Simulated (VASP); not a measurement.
Ti: single point with PBE

Ti:

```
Ti
1.0
     4.43189    0.00000    0.00000
    -2.21594    3.83813    0.00000
     0.00000    0.00000    2.75142
Ti
3
Direct
  0.00000 0.00000 0.00000
  0.33333 0.66667 0.50000
  0.66667 0.33333 0.50000
```

This isn't the form of Ti at room conditions, which is hcp.

```json
{
 "Program": "VASP 6.6.1",
 "Task": "single point",
 "Functional": "PBE",
 "Potentials or basis": "VASP PAW PBE potentials, release 64 (Ti_sv)",
 "Cutoff": "520 eV",
 "k mesh": "12 × 12 × 14",
 "Occupations": "gaussian, width 0.1 eV",
 "Spin": "no spin polarisation",
 "Dipole correction": "no",
 "Further INCAR settings": "ALGO = Fast; EDIFF = 1e-06; NBANDS = 25"
}
```

| Item | Value |
| --- | --- |
| Pressure | 12.0 GPa |
| Band gap on the k mesh | zero (bands 18 and 19 overlap by 0.39 eV) |

Levels at points of the mesh, in eV from the Fermi level:
| k point | band 14 | band 15 | band 16 | band 17 | band 18 | band 19 | band 20 | band 21 | band 22 | band 23 |
| --- | --- | --- | --- | --- | --- | --- | --- | --- | --- | --- |
| (0.00, 0.00, 0.00) | -2.22 | -0.72 | -0.72 | -0.63 | -0.63 | 0.01 | 0.75 | 1.40 | 1.40 | 1.96 |
| (0.50, 0.00, 0.00) | -3.59 | -2.87 | -0.51 | -0.48 | -0.41 | 0.02 | 0.60 | 1.07 | 1.44 | 2.08 |
| (0.00, 0.00, 0.50) | -2.41 | -2.22 | -1.85 | -1.85 | -1.72 | 1.14 | 1.14 | 1.40 | 1.40 | 3.29 |
| (0.50, 0.00, 0.50) | -2.26 | -1.93 | -1.36 | -0.73 | -0.70 | 0.33 | 0.87 | 1.19 | 1.20 | 2.47 |

It took 5 min on 1 thread of Intel(R) Xeon(R) Platinum 8488C (Sapphire Rapids), on a shared host, peak memory 0.26 GiB.

Caveat: the cell stands under pressure.
